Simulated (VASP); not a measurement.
# HCl in VASP: a series of runs

The runs below take HCl through single point, with PBE+D3(BJ).

All numbers are computed with VASP 6.6.1; they aren't measurements. Logs are shortened: lines on timing, memory, paths and dates and some standing lists are left out, and cuts for length are marked.

## Step 1: The cell of the first run

The cell holds a disordered packing, 20 atoms: a = 7.990 Å, b = 7.990 Å, c = 7.990 Å, α = 90.00°, β = 90.00°, γ = 90.00°.

## Step 2: Single point, PBE+D3(BJ)

File INCAR:

```
  ALGO = Normal
  EDIFF = 1E-6
  ENCUT = 1000
  GGA = PE
  GGA_COMPAT = False
  ISIF = 2
  ISMEAR = -1
  IVDW = 12
  LASPH = True
  LCHARG = False
  LREAL = Auto
  LWAVE = False
  NBANDS = 56
  NELM = 120
  PREC = Accurate
  SIGMA = 0.02
```

File KPOINTS:

```
k-points
0
Gamma
  1 1 1
```

File POSCAR:

```
HCl
1.0
    7.9895700000      0.0000000000      0.0000000000
    0.0000000000      7.9895700000      0.0000000000
    0.0000000000      0.0000000000      7.9895700000
Cl H
10 10
Direct
    0.5857386568      0.5333828980      0.9176088325
    0.0601033598      0.3528350086      0.9648329009
    0.1931643380      0.7339944453      0.6940423577
    0.4028001507      0.5195148174      0.3702577235
    0.8253886004      0.9003237972      0.8186047560
    0.8199314857      0.7034170800      0.2477980667
    0.6322743277      0.1741645671      0.1530745710
    0.7999178930      0.3922363782      0.5901694334
    0.0705544854      0.1119084006      0.3743255269
    0.3843010325      0.1056752741      0.6631771172
    0.5170866517      0.4298479142      1.0236721125
   -0.0178357534      0.4424393303      0.8550898234
    0.2782878177      0.6876214865      0.5649615686
    0.5687414967      0.5389401432      0.3783682977
    0.9203248736      0.9643823134      0.7113399094
    0.7474870362      0.6521752735      0.1060757963
    0.7593149569      0.1613228246      0.0605539472
    0.8869563694      0.2808035977      0.4938688816
    0.1920629020      0.1514975149      0.4726412060
    0.3153736684     -0.0421674758      0.6999625762
```

Potentials or basis: VASP PAW PBE potentials, release 64 (Cl, H_h).

Started as:

```bash
$ cat potpaw_PBE.64/Cl/POTCAR potpaw_PBE.64/H_h/POTCAR > POTCAR
$ mpirun -np 1 vasp_gam > vasp.out
```

OUTCAR:

```text
EDIFF = 1E-6
   ENCUT = 1000
   GGA = PE
   ISIF = 2
   ISMEAR = -1
   IVDW = 12
   LASPH = True
   LREAL = Auto
   NELM = 120
   PREC = Accurate
 IVDW          = 12

 ion  position               nearest neighbor table
   1  0.586  0.533  0.918-  11 1.31
   2  0.060  0.353  0.965-  12 1.29
   3  0.193  0.734  0.694-  13 1.29
   4  0.403  0.520  0.370-  14 1.34
   5  0.825  0.900  0.819-  15 1.25
   6  0.820  0.703  0.248-  16 1.34
[... 12 lines left out ...]
  19  0.192  0.151  0.473-   9 1.29
  20  0.315  0.958  0.700-  10 1.34

  LATTYP: Found a simple cubic cell.
 ALAT       =     7.9895700000

  Lattice vectors:

 A1 = (   7.9895700000,   0.0000000000,   0.0000000000)
 A2 = (   0.0000000000,   7.9895700000,   0.0000000000)
 A3 = (   0.0000000000,   0.0000000000,   7.9895700000)

Analysis of symmetry for initial positions (statically):
=====================================================================
 Subroutine PRICEL returns:
 Original cell was already a primitive cell.

 Routine SETGRP: Setting up the symmetry group for a
 simple cubic supercell.

 Subroutine GETGRP returns: Found  1 space group operations
 (whereof  1 operations were pure point group operations)
 out of a pool of 48 trial point group operations.

The static configuration has the point symmetry C_1 .

Analysis of symmetry for dynamics (positions and initial velocities):
=====================================================================
 Subroutine PRICEL returns:
 Original cell was already a primitive cell.

 Routine SETGRP: Setting up the symmetry group for a
 simple cubic supercell.

 Subroutine GETGRP returns: Found  1 space group operations
 (whereof  1 operations were pure point group operations)
 out of a pool of 48 trial point group operations.

The dynamic configuration has the point symmetry C_1 .

 Subroutine INISYM returns: Found  1 space group operations
 (whereof  1 operations are pure point group operations),
 and found     1 'primitive' translations

----------------------------------------------------------------------------------------

                                     Primitive cell

  volume of cell :     510.0000

  direct lattice vectors                    reciprocal lattice vectors
     7.989570000  0.000000000  0.000000000     0.125163181  0.000000000  0.000000000
[... 101 lines left out ...]
   NSW    =      0    number of steps for IOM
   IBRION =     -1    ionic relax: 0-MD 1-quasi-New 2-CG
   NFREE  =      0    steps in history (QN), initial steepest desc. (CG)
   ISIF   =      2    stress and relaxation
   ISYM   =      2    0-nonsym 1-usesym 2-fastsym
   POTIM  = 0.5000    time-step for ionic-motion
   TEBEG  =    0.0;   TEEND  =   0.0 temperature during run
   PSTRESS=    0.0 pullay stress
   NELECT =      80.0000    total number of electrons
   NUPDOWN=      -1.0000    fix difference up-down
   EMIN   =  10.00;   EMAX   =-10.00  energy-range for DOS
   EFERMI =   0.00;   METHOD = LEGACY
   ISMEAR =    -1;   SIGMA  =   0.02  broadening in eV -4-tet -1-fermi 0-gaus
   EFERMI_NEDOS =   21; number of points for ismear=-14 and -15
   IALGO  =     38    algorithm
   IMIX   =      4    mixing-type and parameters
     AMIX     =   0.40;   BMIX     =  1.00
     AMIX_MAG =   1.60;   BMIX_MAG =  1.00
  volume/ion in A,a.u.               =      25.50       172.08
  Fermi-wavevector in a.u.,A,eV,Ry     =   0.882907  1.668452 10.606068  0.779524
  Thomas-Fermi vector in A             =   2.003601
   LORBIT       =      0    0 simple, 1 ext, 2 COOP (PROOUT), +10 PAW based schemes
   GGA     = PE    functional components
   LHFCALC =     F    Hartree Fock is set to
   AEXX    =    0.0000 exact exchange contribution
   IVDW    =    12    specifies the selected vdW correction
   LEPSILON=     F    determine dielectric tensor
   LRPA    =     F    only Hartree local field effects (RPA)
 non-spin polarized calculation
  energy-cutoff  :     1000.00
  volume of cell :      510.00
 maximum number of plane-waves:     18225
 NGX is ok and might be reduce to    84
   NGX = 41   NGY = 41   NGZ = 41

 number of electron      79.9999999 magnetization

 Free energy of the ion-electron system (eV)
  ---------------------------------------------------
  ext. energy  EPLUGINS =         0.00000000
  ---------------------------------------------------
  free energy    TOTEN  =       -61.68012638 eV

  energy without entropy =      -61.68012638  energy(sigma->0) =      -61.68012638

 E-fermi :  -3.1002     XC(G=0):  -6.0788

 val. band max:       -3.6150316055   @ k =   0.0000   0.0000   0.0000
 cond. band min:       1.8380204284   @ k =   0.0000   0.0000   0.0000
 fundamental gap:      5.4530520339
 Fermi energy:        -3.1002094979

 k-point     1 :       0.0000    0.0000    0.0000
  band No.  band energies     occupation
      1     -17.9634      2.00000
      2     -17.6824      2.00000
      3     -17.6529      2.00000
      4     -17.5179      2.00000
      5     -17.4311      2.00000
      6     -17.3779      2.00000
[... 44 lines left out ...]
     51       4.8116      0.00000
     52       4.9856      0.00000
 [bands above 52 left out]

------------------------ aborting loop because EDIFF is reached ----------------------------------------

 Edisp (eV)   -1.24834

 E8    (eV) :    -0.3721

  FORCE on cell =-STRESS in cart. coord.  units (eV):
  Direction    XX          YY          ZZ          XY          YZ          ZX
  --------------------------------------------------------------------------------------
  -------------------------------------------------------------------------------------
  Total       0.08660    -0.50196     1.00684     0.12016    -0.90255    -0.71436
  in kB       0.27205    -1.57691     3.16301     0.37748    -2.83539    -2.24417
  external pressure =        0.62 kB  Pullay stress =        0.00 kB

 VOLUME and BASIS-vectors are now :
 -----------------------------------------------------------------------------
  energy-cutoff  :     1000.00
  volume of cell :      510.00
      direct lattice vectors                 reciprocal lattice vectors
     7.989570000  0.000000000  0.000000000     0.125163181  0.000000000  0.000000000
     0.000000000  7.989570000  0.000000000     0.000000000  0.125163181  0.000000000
     0.000000000  0.000000000  7.989570000     0.000000000  0.000000000  0.125163181

 POSITION                                       TOTAL-FORCE (eV/Angst)
 -----------------------------------------------------------------------------------
      4.67980      4.26150      7.33130        -0.263167      0.083711      0.086648
      0.48020      2.81900      7.70860        -0.002307     -0.014498      0.075475
      1.54330      5.86430      5.54510        -0.254158     -0.065223      0.342818
      3.21820      4.15070      2.95820         0.839890      0.072258     -0.038080
      6.59450      7.19320      6.54030        -0.715795     -0.326495      0.764246
      6.55090      5.62000      1.97980        -0.316513     -0.205922     -0.575338
[... 12 lines left out ...]
      1.53450      1.21040      3.77620         0.521169      0.036039      0.448791
      2.51970      7.65267      5.59240         0.205055      0.470975     -0.177228
 -----------------------------------------------------------------------------------
    total drift:                               -0.006364     -0.016066      0.005649

  FREE ENERGIE OF THE ION-ELECTRON SYSTEM (eV)
  ---------------------------------------------------
  free  energy   TOTEN  =       -62.9284650651 eV

  energy  without entropy=      -62.9284650651  energy(sigma->0) =      -62.92846507
```

OSZICAR:

```text
N       E                     dE             d eps       ncg     rms          rms(c)
DAV:   1     0.943470129111E+03    0.94347E+03   -0.49390E+04   112   0.203E+03
DAV:   2     0.730302377448E+02   -0.87044E+03   -0.82429E+03   152   0.276E+02
DAV:   3    -0.593061296549E+02   -0.13234E+03   -0.13167E+03   144   0.123E+02
DAV:   4    -0.628603983462E+02   -0.35543E+01   -0.35404E+01   136   0.236E+01
DAV:   5    -0.629384420181E+02   -0.78044E-01   -0.77981E-01   136   0.375E+00    0.238E+01
DAV:   6    -0.618725418117E+02    0.10659E+01   -0.15492E+00   136   0.401E+00    0.134E+01
DAV:   7    -0.616858687399E+02    0.18667E+00   -0.13372E+00   144   0.389E+00    0.299E+00
DAV:   8    -0.616815254593E+02    0.43433E-02   -0.13563E-01   136   0.145E+00    0.116E+00
DAV:   9    -0.616805174252E+02    0.10080E-02   -0.88735E-03   136   0.393E-01    0.450E-01
DAV:  10    -0.616802072315E+02    0.31019E-03   -0.51441E-03   136   0.267E-01    0.178E-01
DAV:  11    -0.616801171035E+02    0.90128E-04   -0.43672E-04   136   0.928E-02    0.116E-01
DAV:  12    -0.616801195892E+02   -0.24857E-05   -0.13341E-04   136   0.443E-02    0.375E-02
DAV:  13    -0.616801297332E+02   -0.10144E-04   -0.43676E-05   128   0.432E-02    0.164E-02
DAV:  14    -0.616801253103E+02    0.44229E-05   -0.34828E-05   152   0.336E-02    0.929E-03
DAV:  15    -0.616801263305E+02   -0.10202E-05   -0.12325E-05   136   0.142E-02    0.118E-02
DAV:  16    -0.616801263811E+02   -0.50637E-07   -0.30959E-07    88   0.273E-03
   1 F= -.62928465E+02 E0= -.62928465E+02  d E =-.751353E-11
```

stdout:

```text
POSCAR found type information on POSCAR ClH
 POSCAR found :  2 types and      20 ions
 scaLAPACK will be used
 LDA part: xc-table for (Slater+PW92), standard interpolation
 POSCAR, INCAR and KPOINTS ok, starting setup
 FFT: planning ... GRIDC
 FFT: planning ... GRID_SOFT
 FFT: planning ... GRID
 WAVECAR not read
 entering main loop
```

It took 3.3 min on 1 thread of Intel Xeon Platinum 8488C (Sapphire Rapids), shared host; peak memory 0.94 GiB.

Results:

- Free energy: -62.9285 eV
- Pressure: 0.1 GPa
- Largest force: 1.368 eV/Å
- Dispersion energy per atom: -0.062 eV

Forces in eV/Å, atoms in the order of the input:
```
Cl  -0.263  0.084  0.087
Cl  -0.002 -0.014  0.075
Cl  -0.254 -0.065  0.343
Cl   0.840  0.072 -0.038
Cl  -0.716 -0.326  0.764
Cl  -0.317 -0.206 -0.575
Cl  -0.817 -0.052  0.740
Cl   0.639 -0.924 -0.780
Cl  -0.640 -0.107 -0.446
Cl   0.013 -0.182  0.172
H    0.216  0.107 -0.192
H    0.014 -0.110 -0.050
H    0.277 -0.213 -0.318
H   -0.847 -0.036  0.014
H    0.618  0.441 -0.788
H    0.284  0.181  0.673
H    0.784 -0.046 -0.640
H   -0.553  0.890  0.687
H    0.521  0.036  0.449
H    0.205  0.471 -0.177
```

Caveat: the k points lie up to 0.79 Å⁻¹ apart.

(Part 1 of 2 ends here.)
